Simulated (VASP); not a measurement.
# TaN (P-6m2) in VASP: a series of runs

The runs below take TaN through single point, with PBEsol.

Program: VASP 6.6.1. These are calculated values, not measurements. Logs are shortened: lines on timing, memory, paths and dates and some standing lists are left out, and cuts for length are marked.

### 1 The cell of the first run

Symmetry: P-6m2, No. 187, hexagonal system. The conventional cell has a = 3.041 Å, b = 3.041 Å, c = 2.871 Å, α = 90.00°, β = 90.00°, γ = 120.00°. Within 3.0 Å of Ta (site symmetry -6m2) lie 6 N at 2.27 Å and 2 Ta at 2.87 Å. N (site symmetry -6m2) has 6 Ta at 2.27 Å and 2 N at 2.87 Å within 3.0 Å.

### 2 Single point, PBEsol (strain +0.040 along x and y, +0.000 along z)

INCAR reads:

```
  PREC = Accurate
  ENCUT = 520
  EDIFF = 1E-6
  ISMEAR = 0
  SIGMA = 0.15
  LREAL = F
  LASPH = T
  NELM = 100
  ALGO = Normal
  ISIF = 2
  LWAVE = F
  LCHARG = F
  GGA = PS
  NBANDS = 15
```

KPOINTS reads:

```
Automatic mesh
0
Gamma
  24 24 20
```

POSCAR reads:

```
TaN
1.0
    3.0409486065      0.0000000000      0.0000000000
   -1.5204743033      2.6335387449      0.0000000000
    0.0000000000      0.0000000000      2.8707276426
Ta N
1 1
Direct
    0.3333333333      0.6666666667      0.5000000000
    0.0000000000      0.0000000000      0.0000000000
```

Potentials or basis: VASP PAW PBE potentials, release 64 (Ta_pv, N).

On the command line:

```console
$ cat potpaw_PBE.64/Ta_pv/POTCAR potpaw_PBE.64/N/POTCAR > POTCAR
$ mpirun -np 1 vasp_std > vasp.out
```

OUTCAR:

```text
PREC = Accurate
   ENCUT = 520
   EDIFF = 1E-6
   ISMEAR = 0
   LREAL = F
   LASPH = T
   NELM = 100
   ISIF = 2
   GGA = PS

 ion  position               nearest neighbor table
   1  0.333  0.667  0.500-   2 2.27   2 2.27   2 2.27   2 2.27   2 2.27   2 2.27
   2  0.000  0.000  0.000-   1 2.27   1 2.27   1 2.27   1 2.27   1 2.27   1 2.27

  LATTYP: Found a hexagonal cell.
 ALAT       =     3.0409486065
 C/A-ratio  =     0.9440237288

  Lattice vectors:

 A1 = (   3.0409486065,   0.0000000000,   0.0000000000)
 A2 = (  -1.5204743033,   2.6335387449,   0.0000000000)
 A3 = (   0.0000000000,   0.0000000000,   2.8707276426)

Analysis of symmetry for initial positions (statically):
=====================================================================
 Subroutine PRICEL returns:
 Original cell was already a primitive cell.

 Routine SETGRP: Setting up the symmetry group for a
 hexagonal supercell.

 Subroutine GETGRP returns: Found 12 space group operations
 (whereof 12 operations were pure point group operations)
 out of a pool of 24 trial point group operations.

The static configuration has the point symmetry D_3h.

Analysis of symmetry for dynamics (positions and initial velocities):
=====================================================================
 Subroutine PRICEL returns:
 Original cell was already a primitive cell.

 Routine SETGRP: Setting up the symmetry group for a
 hexagonal supercell.

 Subroutine GETGRP returns: Found 12 space group operations
 (whereof 12 operations were pure point group operations)
 out of a pool of 24 trial point group operations.

The dynamic configuration has the point symmetry D_3h.

 Subroutine INISYM returns: Found 12 space group operations
 (whereof 12 operations are pure point group operations),
 and found     1 'primitive' translations

----------------------------------------------------------------------------------------

                                     Primitive cell

  volume of cell :      22.9901

  direct lattice vectors                    reciprocal lattice vectors
     3.040948607  0.000000000  0.000000000     0.328844755  0.189858608  0.000000000
    -1.520474303  2.633538745  0.000000000     0.000000000  0.379717216  0.000000000
     0.000000000  0.000000000  2.870727643     0.000000000  0.000000000  0.348343739

  length of vectors
     3.040948607  3.040948607  2.870727643     0.379717216  0.379717216  0.348343739

  position of ions in fractional coordinates (direct lattice)
     0.333333333  0.666666667  0.500000000
     0.000000000  0.000000000  0.000000000

  ion indices of the primitive-cell ions
   primitive index   ion index
                 1           1
                 2           2

----------------------------------------------------------------------------------------

 KPOINTS: Automatic mesh

Automatic generation of k-mesh.
 Grid dimensions read from file:
 generate k-points for:   24   24   20

 Generating k-lattice:

  Cartesian coordinates                     Fractional coordinates (reciprocal lattice)
     0.013701865  0.007910775  0.000000000     0.041666667  0.000000000  0.000000000
     0.000000000  0.015821551  0.000000000     0.000000000  0.041666667  0.000000000
     0.000000000  0.000000000  0.017417187     0.000000000  0.000000000  0.050000000

  Length of vectors
     0.015821551  0.015821551  0.017417187

  Shift w.r.t. Gamma in fractional coordinates (k-lattice)
     0.000000000  0.000000000  0.000000000

 Subroutine IBZKPT returns following result:
 ===========================================

 Found    671 irreducible k-points:

 Following reciprocal coordinates:
            Coordinates               Weight
  0.000000  0.000000  0.000000      1.000000
  0.041667  0.000000  0.000000      6.000000
  0.083333  0.000000  0.000000      6.000000
  0.125000  0.000000  0.000000      6.000000
  0.166667  0.000000  0.000000      6.000000
  0.208333  0.000000  0.000000      6.000000
[... 16 lines left out ...]
  0.416667  0.041667  0.000000     12.000000
  0.458333  0.041667  0.000000     12.000000
 [... further k-points ...]
   k-points           NKPTS =    671   k-points in BZ     NKDIM =    671   number of bands    NBANDS=     15
   number of dos      NEDOS =    301   number of ions     NIONS =      2
   total plane-waves  NPLWV =  13824
   dimension x,y,z NGX =    24 NGY =   24 NGZ =   24
   dimension x,y,z NGXF=    48 NGYF=   48 NGZF=   48
   ions per type =               1   1
   NGX,Y,Z   is equivalent  to a cutoff of  13.12, 13.12, 13.90 a.u.
   NGXF,Y,Z  is equivalent  to a cutoff of  26.24, 26.24, 27.80 a.u.
 SYSTEM =  unknown system
   PREC   = accura    normal or accurate (medium, high low for compatibility)
   ISTART =      0    job   : 0-new  1-cont  2-samecut
   ICHARG =      2    charge: 1-file 2-atom 10-const
   ISPIN  =      1    spin polarized calculation?
   LNONCOLLINEAR =      F non collinear calculations
   LSORBIT =      F    spin-orbit coupling
   LASPH  =      T    aspherical Exc in radial PAW
   ENCUT  =  520.0 eV  38.22 Ry    6.18 a.u.   5.65  5.65  5.34*2*pi/ulx,y,z
   NELM   =    100;   NELMIN=  2; NELMDL= -5     # of ELM steps
   EDIFF  = 0.1E-05   stopping-criterion for ELM
   LREAL  =      F    real-space projection
[... 7 lines left out ...]
   TEBEG  =    0.0;   TEEND  =   0.0 temperature during run
   PSTRESS=    0.0 pullay stress
   NELECT =      16.0000    total number of electrons
   NUPDOWN=      -1.0000    fix difference up-down
   EMIN   =  10.00;   EMAX   =-10.00  energy-range for DOS
   EFERMI =   0.00;   METHOD = LEGACY
   ISMEAR =     0;   SIGMA  =   0.15  broadening in eV -4-tet -1-fermi 0-gaus
   EFERMI_NEDOS =   21; number of points for ismear=-14 and -15
   IALGO  =     38    algorithm
   IMIX   =      4    mixing-type and parameters
     AMIX     =   0.40;   BMIX     =  1.00
     AMIX_MAG =   1.60;   BMIX_MAG =  1.00
  volume/ion in A,a.u.               =      11.50        77.57
  Fermi-wavevector in a.u.,A,eV,Ry     =   1.450779  2.741575 28.636990  2.104759
  Thomas-Fermi vector in A             =   2.568352
   LORBIT       =      0    0 simple, 1 ext, 2 COOP (PROOUT), +10 PAW based schemes
   GGA     = PS    functional components
   LHFCALC =     F    Hartree Fock is set to
   AEXX    =    0.0000 exact exchange contribution
   IVDW    =     0    specifies the selected vdW correction
   LEPSILON=     F    determine dielectric tensor
   LRPA    =     F    only Hartree local field effects (RPA)
 non-spin polarized calculation
 Gauss-broadening in eV      SIGMA  =   0.15
  energy-cutoff  :      520.00
  volume of cell :       22.99
 maximum number of plane-waves:       638
 NGX is ok and might be reduce to    24
   NGX = 11   NGY = 11   NGZ = 11

 number of electron      15.9999999 magnetization

 Free energy of the ion-electron system (eV)
  ---------------------------------------------------
  ext. energy  EPLUGINS =         0.00000000
  ---------------------------------------------------
  free energy    TOTEN  =       -23.64352680 eV

  energy without entropy =      -23.64265466  energy(sigma->0) =      -23.64309073

 E-fermi :   7.4358     XC(G=0): -13.1487

 val. band max:        7.4249443796   @ k =   0.0000   0.0000   0.4000
 cond. band min:       7.4470309207   @ k =   0.0417   0.0000   0.4500
 fundamental gap:      0.0220865411
 Fermi energy:         7.4358111004

 k-point     1 :       0.0000    0.0000    0.0000
  band No.  band energies     occupation
      1     -27.4294      2.00000
      2     -27.3270      2.00000
      3     -27.3270      2.00000
      4      -9.8525      2.00000
      5       2.8707      2.00000
      6       2.8707      2.00000
      7       3.5834      2.00000
      8       4.8607      2.00000
      9       8.8996      0.00000
     10      10.9446      0.00000
     11      10.9446      0.00000
     12      11.1505      0.00000
     13      11.1505      0.00000
     14      20.0963      0.00000
     15      20.6345      0.00000

 k-point     2 :       0.0417    0.0000    0.0000
  band No.  band energies     occupation
      1     -27.4278      2.00000
      2     -27.3406      2.00000
      3     -27.3300      2.00000
      4      -9.8208      2.00000
      5       2.7595      2.00000
      6       2.8956      2.00000
      7       3.6287      2.00000
      8       4.8141      2.00000
      9       9.0328      0.00000
     10      10.8719      0.00000
     11      10.9458      0.00000
     12      11.1354      0.00000
     13      11.1973      0.00000
     14      20.0790      0.00000
     15      20.6315      0.00000

 k-point     3 :       0.0833    0.0000    0.0000
  band No.  band energies     occupation
      1     -27.4231      2.00000
      2     -27.3803      2.00000
      3     -27.3386      2.00000
      4      -9.7276      2.00000
      5       2.4689      2.00000
      6       2.9684      2.00000
      7       3.7468      2.00000
      8       4.6820      2.00000
      9       9.3985      0.00000
     10      10.6727      0.00000
     11      10.9519      0.00000
     12      11.0913      0.00000
     13      11.3280      0.00000
     14      20.0333      0.00000
     15      20.6252      0.00000
[... 343 lines left out ...]
 k-point    23 :       0.4167    0.0417    0.0000
  band No.  band energies     occupation
      1     -28.0439      2.00000
      2     -27.4987      2.00000
      3     -27.3368      2.00000
      4      -7.9173      2.00000
      5      -0.4618      2.00000
      6       2.9484      2.00000
      7       3.8577      2.00000
      8       4.5713      2.00000
      9      10.2666      0.00000
     10      10.4764      0.00000
     11      11.8340      0.00000
     12      12.5893      0.00000
     13      14.3051      0.00000
     14      18.3543      0.00000
     15      20.6051      0.00000

 k-point    24 :       0.4583    0.0417    0.0000
  band No.  band energies     occupation
      1     -28.0672      2.00000
      2     -27.5045      2.00000
      3     -27.3335      2.00000
      4      -7.8423      2.00000
      5      -0.5392      2.00000
      6       2.8977      2.00000
      7       3.8401      2.00000
      8       4.5686      2.00000
      9      10.2383      0.00000
     10      10.6870      0.00000
     11      11.8571      0.00000
     12      12.6030      0.00000
     13      14.6496      0.00000
     14      17.8073      0.00000
     15      20.6034      0.00000

 [... further k-points ...]

------------------------ aborting loop because EDIFF is reached ----------------------------------------

  FORCE on cell =-STRESS in cart. coord.  units (eV):
  Direction    XX          YY          ZZ          XY          YZ          ZX
  --------------------------------------------------------------------------------------
  -------------------------------------------------------------------------------------
  Total       -4.1343919     -4.1343919     -1.3412560      0.0000000     -0.0000000      0.0000000
  in kB     -288.1253313   -288.1253313    -93.4719879      0.0000000     -0.0000000      0.0000000
  external PRESSURE =    -223.2408835 kB  Pullay stress =       0.0000000 kB

 VOLUME and BASIS-vectors are now :
 -----------------------------------------------------------------------------
  energy-cutoff  :      520.00
  volume of cell :       22.99
      direct lattice vectors                 reciprocal lattice vectors
     3.040948607  0.000000000  0.000000000     0.328844755  0.189858608  0.000000000
    -1.520474303  2.633538745  0.000000000     0.000000000  0.379717216  0.000000000
     0.000000000  0.000000000  2.870727643     0.000000000  0.000000000  0.348343739

 POSITION                                       TOTAL-FORCE (eV/Angst)
 -----------------------------------------------------------------------------------
     -0.00000      1.75569      1.43536         0.000000     -0.000000      0.000000
      0.00000      0.00000      0.00000        -0.000000      0.000000      0.000000
 -----------------------------------------------------------------------------------
    total drift:                                0.000000     -0.000000     -0.000000

  FREE ENERGIE OF THE ION-ELECTRON SYSTEM (eV)
  ---------------------------------------------------
  free  energy   TOTEN  =       -23.6435267978 eV

  energy  without entropy=      -23.6426546591  energy(sigma->0) =      -23.64309073
```

Wall time 1.9 min (1 thread of Intel Xeon Platinum 8259CL at 2.50GHz (Skylake/Cascade Lake), shared host); peak memory 0.34 GiB.

What came out:

```
Free energy            : -23.6435 eV
Pressure               : -22.3 GPa
Band gap on the k mesh : zero (band 8 reaches 7.76 eV, above the bottom of band 9 at 7.39 eV)
```

Levels at points of the mesh, in eV from the Fermi level:
| k point | band 6 | band 7 | band 8 | band 9 | band 10 | band 11 |
| --- | --- | --- | --- | --- | --- | --- |
| (0.00, 0.00, 0.00) | -4.57 | -3.85 | -2.58 | 1.46 | 3.51 | 3.51 |
| (0.50, 0.00, 0.00) | -4.55 | -3.24 | -3.23 | 2.91 | 3.34 | 4.59 |
| (0.00, 0.00, 0.50) | -3.81 | -3.81 | -0.04 | -0.04 | 2.76 | 2.87 |
| (0.50, 0.00, 0.50) | -5.89 | -5.57 | -0.31 | 3.67 | 4.67 | 5.74 |

Caveat: the cell differs from its parent crystal (strain +0.040 along x and y, +0.000 along z); the PAW data sets were made with another functional, which shifts forces and pressure a little; spin-orbit coupling is left out, which moves the levels of the heavy elements.

### 3 Single point, PBEsol (strain -0.040 along x and y, -0.040 along z)

INCAR reads:

```
SYSTEM = TaN
  PREC = Accurate
  ENCUT = 600
  EDIFF = 1E-6
  ISMEAR = 0
  SIGMA = 0.15
  LREAL = .False.
  LASPH = .True.
  NELM = 120
  ALGO = Normal
  ISIF = 2
  LWAVE = .False.
  LCHARG = .False.
  GGA = PS
  NBANDS = 16
  GGA_COMPAT = .False.
```

KPOINTS reads:

```
Automatic mesh
0
Gamma
  24 24 20
  0 0 0
```

POSCAR reads:

```
TaN
1.0
    2.8070294830      0.0000000000      0.0000000000
   -1.4035147415      2.4309588414      0.0000000000
    0.0000000000      0.0000000000      2.7558985369
Ta N
1 1
Direct
    0.3333333333      0.6666666667      0.5000000000
    0.0000000000      0.0000000000      0.0000000000
```

Potentials or basis: VASP PAW PBE potentials, release 64 (Ta_sv_GW, N).

On the command line:

```console
$ cat potpaw_PBE.64/Ta_sv_GW/POTCAR potpaw_PBE.64/N/POTCAR > POTCAR
$ mpirun -np 1 vasp_std > vasp.out
```

It took 94 s on 1 thread of Intel Xeon Platinum 8488C (Sapphire Rapids), shared host; peak memory 0.38 GiB.

Results (log left out):

| Quantity | Value |
| --- | --- |
| Free energy | -25.9334 eV |
| Pressure | 58.4 GPa |
| Band gap on the k mesh | zero (band 9 reaches 14.81 eV, above the bottom of band 10 at 14.21 eV) |

Stress tensor (GPa, compression positive):
```
56.10  0.00  0.00
 0.00 56.10  0.00
 0.00  0.00 63.05
```

Levels at points of the mesh, in eV from the Fermi level:
| k point | band 7 | band 8 | band 9 | band 10 | band 11 | band 12 |
| --- | --- | --- | --- | --- | --- | --- |
| (0.00, 0.00, 0.00) | -5.19 | -4.90 | -3.04 | 3.23 | 4.25 | 4.25 |
| (0.50, 0.00, 0.00) | -5.91 | -4.10 | -3.38 | 3.56 | 4.90 | 6.00 |
| (0.00, 0.00, 0.50) | -4.24 | -4.24 | -0.16 | -0.16 | 2.84 | 3.70 |
| (0.50, 0.00, 0.50) | -6.68 | -6.51 | 0.03 | 5.18 | 6.50 | 7.40 |

Caveat: the cell differs from its parent crystal (strain -0.040 along x and y, -0.040 along z); the PAW data sets were made with another functional, which shifts forces and pressure a little; spin-orbit coupling is left out, which moves the levels of the heavy elements.
